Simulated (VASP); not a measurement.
# Sc2C (P-3m1) in VASP: a series of runs

The runs below take Sc2C through single point, relaxation of volume and atoms at fixed shape, with LDA.

All numbers are computed with VASP 6.6.1; they aren't measurements. Logs are shortened: lines on timing, memory, paths and dates and some standing lists are left out, and cuts for length are marked.

## Step 1: The cell of the first run

It takes space group P-3m1 (No. 164, trigonal). The conventional cell has a = 3.263 Å, b = 3.263 Å, c = 5.531 Å, α = 90.00°, β = 90.00°, γ = 120.00°. Within 3.1 Å of Sc (site symmetry 3m) lie 3 C at 2.24 Å and 3 Sc at 3.06 Å. C (site symmetry -3m) has 6 Sc at 2.24 Å within 3.0 Å.

## Step 2: Single point, LDA

The input, INCAR:

```
SYSTEM = Sc2C
  PREC = Accurate
  ENCUT = 520
  EDIFF = 1E-6
  ISMEAR = -1
  SIGMA = 0.05
  LREAL = .False.
  LASPH = .True.
  NELM = 80
  ALGO = Normal
  ISIF = 2
  LWAVE = .False.
  LCHARG = .False.
  NBANDS = 20
```

The input, KPOINTS:

```
regular mesh
0
Gamma
  8 8 4
  0 0 0
```

The input, POSCAR:

```
Sc2C
1.0
    3.2626164172      0.0000002826      0.0000000000
   -1.6313084533      2.8255085588      0.0000000000
    0.0000000000      0.0000000000      5.5308286973
Sc C
2 1
Direct
    0.6666666667      0.3333333333      0.7183438411
    0.3333333333      0.6666666667      0.2816561589
    0.0000000000      0.0000000000      0.5000000000
```

Potentials or basis: VASP PAW LDA potentials, release 64 (Sc_sv, C).

Run with:

```
> cat potpaw_LDA.64/Sc_sv/POTCAR potpaw_LDA.64/C/POTCAR > POTCAR
> mpirun -np 1 vasp_std > vasp.out
```

OUTCAR:

```text
SYSTEM = Sc2C
   PREC = Accurate
   ENCUT = 520
   EDIFF = 1E-6
   ISMEAR = -1
   LREAL = .False.
   LASPH = .True.
   NELM = 80
   ISIF = 2

 ion  position               nearest neighbor table
   1  0.667  0.333  0.718-   3 2.24   3 2.24   3 2.24   2 3.06   2 3.06   2 3.06
   2  0.333  0.667  0.282-   3 2.24   3 2.24   3 2.24   1 3.06   1 3.06   1 3.06
   3  0.000  0.000  0.500-   1 2.24   2 2.24   2 2.24   1 2.24   1 2.24   2 2.24

  LATTYP: Found a hexagonal cell.
 ALAT       =     3.2626164172
 C/A-ratio  =     1.6952126729

  Lattice vectors:

 A1 = (   3.2626164172,   0.0000002826,   0.0000000000)
 A2 = (  -1.6313084533,   2.8255085588,   0.0000000000)
 A3 = (   0.0000000000,   0.0000000000,   5.5308286973)

Analysis of symmetry for initial positions (statically):
=====================================================================
 Subroutine PRICEL returns:
 Original cell was already a primitive cell.

 Routine SETGRP: Setting up the symmetry group for a
 hexagonal supercell.

 Subroutine GETGRP returns: Found 12 space group operations
 (whereof 12 operations were pure point group operations)
 out of a pool of 24 trial point group operations.

The static configuration has the point symmetry D_3d.

Analysis of symmetry for dynamics (positions and initial velocities):
=====================================================================
 Subroutine PRICEL returns:
 Original cell was already a primitive cell.

 Routine SETGRP: Setting up the symmetry group for a
 hexagonal supercell.

 Subroutine GETGRP returns: Found 12 space group operations
 (whereof 12 operations were pure point group operations)
 out of a pool of 24 trial point group operations.

The dynamic configuration has the point symmetry D_3d.

 Subroutine INISYM returns: Found 12 space group operations
 (whereof 12 operations are pure point group operations),
 and found     1 'primitive' translations

----------------------------------------------------------------------------------------

                                     Primitive cell

  volume of cell :      50.9862

  direct lattice vectors                    reciprocal lattice vectors
     3.262616417  0.000000283  0.000000000     0.306502458  0.176959312  0.000000000
    -1.631308453  2.825508559  0.000000000    -0.000000031  0.353918570  0.000000000
     0.000000000  0.000000000  5.530828697     0.000000000  0.000000000  0.180804732

  length of vectors
     3.262616417  3.262616417  5.530828697     0.353918570  0.353918570  0.180804732

  position of ions in fractional coordinates (direct lattice)
     0.666666667  0.333333333  0.718343841
     0.333333333  0.666666667  0.281656159
     0.000000000  0.000000000  0.500000000

  ion indices of the primitive-cell ions
   primitive index   ion index
                 1           1
                 2           2
                 3           3

----------------------------------------------------------------------------------------

 KPOINTS: regular mesh

Automatic generation of k-mesh.
 Grid dimensions read from file:
 generate k-points for:    8    8    4

 Generating k-lattice:

  Cartesian coordinates                     Fractional coordinates (reciprocal lattice)
     0.038312807  0.022119914  0.000000000     0.125000000  0.000000000  0.000000000
    -0.000000004  0.044239821  0.000000000     0.000000000  0.125000000  0.000000000
     0.000000000  0.000000000  0.045201183     0.000000000  0.000000000  0.250000000

  Length of vectors
     0.044239821  0.044239821  0.045201183

  Shift w.r.t. Gamma in fractional coordinates (k-lattice)
     0.000000000  0.000000000  0.000000000

 Subroutine IBZKPT returns following result:
 ===========================================

 Found     35 irreducible k-points:

 Following reciprocal coordinates:
            Coordinates               Weight
  0.000000  0.000000  0.000000      1.000000
  0.125000 -0.000000  0.000000      6.000000
  0.250000 -0.000000  0.000000      6.000000
  0.375000 -0.000000  0.000000      6.000000
  0.500000 -0.000000  0.000000      3.000000
  0.125000  0.125000  0.000000      6.000000
[... 16 lines left out ...]
 -0.125000  0.500000  0.250000     12.000000
  0.250000  0.250000  0.250000     12.000000
 [... further k-points ...]
   k-points           NKPTS =     35   k-points in BZ     NKDIM =     35   number of bands    NBANDS=     20
   number of dos      NEDOS =    301   number of ions     NIONS =      3
   total plane-waves  NPLWV =  24192
   dimension x,y,z NGX =    24 NGY =   24 NGZ =   42
   dimension x,y,z NGXF=    48 NGYF=   48 NGZF=   84
   ions per type =               2   1
   NGX,Y,Z   is equivalent  to a cutoff of  12.23, 12.23, 12.62 a.u.
   NGXF,Y,Z  is equivalent  to a cutoff of  24.46, 24.46, 25.25 a.u.
 SYSTEM =  Sc2C
   PREC   = accura    normal or accurate (medium, high low for compatibility)
   ISTART =      0    job   : 0-new  1-cont  2-samecut
   ICHARG =      2    charge: 1-file 2-atom 10-const
   ISPIN  =      1    spin polarized calculation?
   LNONCOLLINEAR =      F non collinear calculations
   LSORBIT =      F    spin-orbit coupling
   LASPH  =      T    aspherical Exc in radial PAW
   ENCUT  =  520.0 eV  38.22 Ry    6.18 a.u.   6.07  6.07 10.28*2*pi/ulx,y,z
   NELM   =     80;   NELMIN=  2; NELMDL= -5     # of ELM steps
   EDIFF  = 0.1E-05   stopping-criterion for ELM
   LREAL  =      F    real-space projection
   EDIFFG = 0.1E-04   stopping-criterion for IOM
   NSW    =      0    number of steps for IOM
   IBRION =     -1    ionic relax: 0-MD 1-quasi-New 2-CG
   NFREE  =      0    steps in history (QN), initial steepest desc. (CG)
   ISIF   =      2    stress and relaxation
   ISYM   =      2    0-nonsym 1-usesym 2-fastsym
   POTIM  = 0.5000    time-step for ionic-motion
   TEBEG  =    0.0;   TEEND  =   0.0 temperature during run
   PSTRESS=    0.0 pullay stress
   NELECT =      26.0000    total number of electrons
   NUPDOWN=      -1.0000    fix difference up-down
   EMIN   =  10.00;   EMAX   =-10.00  energy-range for DOS
   EFERMI =   0.00;   METHOD = LEGACY
   ISMEAR =    -1;   SIGMA  =   0.05  broadening in eV -4-tet -1-fermi 0-gaus
   EFERMI_NEDOS =   21; number of points for ismear=-14 and -15
   IALGO  =     38    algorithm
   IMIX   =      4    mixing-type and parameters
     AMIX     =   0.40;   BMIX     =  1.00
     AMIX_MAG =   1.60;   BMIX_MAG =  1.00
  volume/ion in A,a.u.               =      17.00       114.69
  Fermi-wavevector in a.u.,A,eV,Ry     =   1.307921  2.471613 23.274921  1.710658
  Thomas-Fermi vector in A             =   2.438623
   LORBIT       =      0    0 simple, 1 ext, 2 COOP (PROOUT), +10 PAW based schemes
   GGA     = CA    functional components
   LHFCALC =     F    Hartree Fock is set to
   AEXX    =    0.0000 exact exchange contribution
   IVDW    =     0    specifies the selected vdW correction
   LEPSILON=     F    determine dielectric tensor
   LRPA    =     F    only Hartree local field effects (RPA)
 non-spin polarized calculation
  energy-cutoff  :      520.00
  volume of cell :       50.99
 maximum number of plane-waves:      1402
   NGX = 13   NGY = 13   NGZ = 21

 number of electron      26.0000003 magnetization

 Free energy of the ion-electron system (eV)
  ---------------------------------------------------
  ext. energy  EPLUGINS =         0.00000000
  ---------------------------------------------------
  free energy    TOTEN  =       -24.95294075 eV

  energy without entropy =      -24.92851531  energy(sigma->0) =      -24.94072803

 E-fermi :   4.1697     XC(G=0): -10.7212

 val. band max:        4.1670814874   @ k =   0.3750   0.1250   0.0000
 cond. band min:       4.1926459777   @ k =   0.3750  -0.0000   0.2500
 fundamental gap:      0.0255644903
 Fermi energy:         4.1697244363

 k-point     1 :       0.0000    0.0000    0.0000
  band No.  band energies     occupation
      1     -44.0694      2.00000
      2     -43.9860      2.00000
      3     -23.3309      2.00000
      4     -22.8927      2.00000
      5     -22.8927      2.00000
      6     -22.8414      2.00000
[... 12 lines left out ...]
     19       7.8222      0.00000
     20       7.8260      0.00000

 k-point     2 :       0.1250   -0.0000    0.0000
  band No.  band energies     occupation
      1     -44.0597      2.00000
      2     -43.9819      2.00000
      3     -23.3117      2.00000
      4     -22.9592      2.00000
      5     -22.9131      2.00000
      6     -22.8813      2.00000
[... 12 lines left out ...]
     19       8.0009      0.00000
     20       8.0756      0.00000

 k-point     3 :       0.2500   -0.0000    0.0000
  band No.  band energies     occupation
      1     -44.0351      2.00000
      2     -43.9730      2.00000
      3     -23.2716      2.00000
      4     -23.1009      2.00000
      5     -22.9854      2.00000
      6     -22.9576      2.00000
[... 12 lines left out ...]
     19       8.3631      0.00000
     20       8.3882      0.00000

 k-point     4 :       0.3750   -0.0000    0.0000
  band No.  band energies     occupation
      1     -44.0076      2.00000
      2     -43.9668      2.00000
      3     -23.2833      2.00000
      4     -23.2151      2.00000
      5     -23.0421      2.00000
      6     -22.9985      2.00000
[... 12 lines left out ...]
     19       8.4652      0.00000
     20       8.5840      0.00000

 k-point     5 :       0.5000   -0.0000    0.0000
  band No.  band energies     occupation
      1     -43.9939      2.00000
      2     -43.9666      2.00000
      3     -23.3243      2.00000
      4     -23.2466      2.00000
      5     -23.0327      2.00000
      6     -23.0148      2.00000
[... 12 lines left out ...]
     19       8.5804      0.00000
     20       8.6829      0.00000
[... 353 lines left out ...]
      6     -22.9696      2.00000
[... 12 lines left out ...]
     19       8.0000      0.00000
     20       8.6965      0.00000

 k-point    22 :       0.3750    0.1250    0.2500
  band No.  band energies     occupation
      1     -43.9927      2.00000
      2     -43.9677      2.00000
      3     -23.3101      2.00000
      4     -23.2307      2.00000
      5     -23.0634      2.00000
      6     -22.9947      2.00000
[... 12 lines left out ...]
     19       8.4468      0.00000
     20       8.7015      0.00000

 k-point    23 :      -0.1250    0.5000    0.2500
  band No.  band energies     occupation
      1     -43.9928      2.00000
      2     -43.9677      2.00000
      3     -23.2991      2.00000
      4     -23.2467      2.00000
      5     -23.0500      2.00000
      6     -23.0094      2.00000
[... 12 lines left out ...]
     19       8.2963      0.00000
     20       8.6035      0.00000

 k-point    24 :       0.2500    0.2500    0.2500
  band No.  band energies     occupation
      1     -43.9928      2.00000
      2     -43.9677      2.00000
      3     -23.2686      2.00000
      4     -23.2020      2.00000
      5     -23.1159      2.00000
      6     -22.9905      2.00000
[... 12 lines left out ...]
     19       8.4034      0.00000
     20       8.7035      0.00000

 [... further k-points ...]

------------------------ aborting loop because EDIFF is reached ----------------------------------------

  FORCE on cell =-STRESS in cart. coord.  units (eV):
  Direction    XX          YY          ZZ          XY          YZ          ZX
  --------------------------------------------------------------------------------------
  -------------------------------------------------------------------------------------
  Total       -0.0380043     -0.0380043      0.4944837     -0.0000000      0.0000000      0.0000000
  in kB       -1.1942383     -1.1942383     15.5385226     -0.0000000      0.0000000      0.0000000
  external PRESSURE =       4.3833487 kB  Pullay stress =       0.0000000 kB

 VOLUME and BASIS-vectors are now :
 -----------------------------------------------------------------------------
  energy-cutoff  :      520.00
  volume of cell :       50.99
      direct lattice vectors                 reciprocal lattice vectors
     3.262616417  0.000000283  0.000000000     0.306502458  0.176959312  0.000000000
    -1.631308453  2.825508559  0.000000000    -0.000000031  0.353918570  0.000000000
     0.000000000  0.000000000  5.530828697     0.000000000  0.000000000  0.180804732

 POSITION                                       TOTAL-FORCE (eV/Angst)
 -----------------------------------------------------------------------------------
      1.63131      0.94184      3.97304         0.000000      0.000000      0.068532
     -0.00000      1.88367      1.55779        -0.000000     -0.000000     -0.068532
      0.00000      0.00000      2.76541         0.000000      0.000000     -0.000000
 -----------------------------------------------------------------------------------
    total drift:                                0.000000     -0.000000     -0.000000

  FREE ENERGIE OF THE ION-ELECTRON SYSTEM (eV)
  ---------------------------------------------------
  free  energy   TOTEN  =       -24.9529407462 eV

  energy  without entropy=      -24.9285153121  energy(sigma->0) =      -24.94072803
```

It took 40 s on 1 thread of Intel Xeon Platinum 8259CL at 2.50GHz (Skylake/Cascade Lake), shared host; peak memory 0.16 GiB.

Results:

```yaml
Free_energy: -24.9529 eV
Pressure: 0.4 GPa
Largest_force: 0.069 eV/Å
Band_gap_on_the_k_mesh: zero (bands 13 and 14 overlap by 0.44 eV)
```

Forces in eV/Å, atoms in the order of the input:
```
Sc   0.000  0.000  0.069
Sc   0.000  0.000 -0.069
C    0.000  0.000  0.000
```

## Step 3: Relaxation of volume and atoms at fixed shape, LDA

This run uses another cell than the first one, of 18.12 Å³/atom.

The input, INCAR:

```
SYSTEM = Sc2C
  PREC = Accurate
  ENCUT = 600
  EDIFF = 1E-6
  ISMEAR = -1
  SIGMA = 0.05
  LREAL = .False.
  LASPH = .True.
  NELM = 100
  ALGO = Normal
  ISIF = 8
  LWAVE = .False.
  LCHARG = .False.
  GGA = CA
  IBRION = 2
  NSW = 80
  EDIFFG = -0.03
```

The input, KPOINTS:

```
Automatic mesh
0
Gamma
  8 8 4
  0 0 0
```

The input, POSCAR:

```
Sc2C
1.0
    3.3328370000      0.0000000000      0.0000000000
   -1.6664190000      2.8863220000      0.0000000000
    0.0000000000      0.0000000000      5.6498680000
Sc C
2 1
Direct
    0.6666666667      0.3333333333      0.7175640000
    0.3333333333      0.6666666667      0.2824360000
    0.0000000000      0.0000000000      0.5000000000
```

Potentials or basis: VASP PAW LDA potentials, release 64 (Sc_sv, C).

Run with:

```
> cat potpaw_LDA.64/Sc_sv/POTCAR potpaw_LDA.64/C/POTCAR > POTCAR
> mpirun -np 1 vasp_std > vasp.out
```

Run time: 4.1 min. Hardware: 1 thread of Intel Xeon Platinum 8259CL at 2.50GHz (Skylake/Cascade Lake), shared host; peak memory 0.19 GiB.

It converged, with:

```
Free energy                           : -24.9559 eV
Relaxed volume                        : 17.02 Å³/atom
Relaxed cell                          : a = 3.264 Å, b = 3.264 Å, c = 5.534 Å, α = 90.00°, β = 90.00°, γ = 120.00°
Space group after relaxing (to 0.1 Å) : P-3m1 (No. 164)
Energy gained by relaxing             : 20.4 meV/atom
Ionic steps                           : 6
Pressure after relaxing               : 0.0 GPa
Band gap on the k mesh                : zero (bands 13 and 14 overlap by 0.44 eV)
```

Stress tensor (GPa, compression positive):
```
-0.45  0.00  0.00
 0.00 -0.45  0.00
 0.00  0.00  1.04
```

The path:
| step | energy change (eV) | largest force (eV/Å) | pressure (GPa) | volume (Å³) |
| --- | --- | --- | --- | --- |
| 1 | 0.0000 | 0.4663 | -6.07 | 54.35 |
| 2 | 0.0085 | 1.0032 | 7.07 | 49.13 |
| 3 | -0.0573 | 0.1893 | -0.34 | 51.74 |
| 4 | -0.0573 | 0.2002 | -0.22 | 51.69 |
| 5 | -0.0602 | 0.1112 | -0.10 | 51.40 |
| 6 | -0.0613 | 0.0007 | 0.05 | 51.07 |

Final structure:
```
Sc C
1.0
     3.26436    0.00000    0.00000
    -1.63218    2.82702    0.00000
     0.00000    0.00000    5.53379
Sc C
2 1
Direct
  0.66667 0.33333 0.71885
  0.33333 0.66667 0.28115
  0.00000 0.00000 0.50000
```

Levels at points of the mesh, in eV from the Fermi level:
| k point | band 9 | band 10 | band 11 | band 12 | band 13 | band 14 | band 15 | band 16 | band 17 |
| --- | --- | --- | --- | --- | --- | --- | --- | --- | --- |
| (0.00, 0.00, 0.00) | -9.91 | -3.81 | -2.09 | -1.38 | -1.38 | 1.84 | 1.99 | 1.99 | 2.80 |
| (0.50, 0.00, 0.00) | -8.73 | -3.66 | -1.82 | -1.44 | -0.55 | -0.03 | 0.67 | 3.77 | 3.91 |
| (0.00, 0.00, 0.50) | -9.77 | -4.58 | -1.42 | -1.42 | -0.87 | 1.19 | 1.78 | 1.78 | 3.23 |
| (0.50, 0.00, 0.50) | -8.75 | -3.62 | -1.93 | -1.36 | -0.20 | 0.18 | 0.52 | 3.21 | 3.73 |
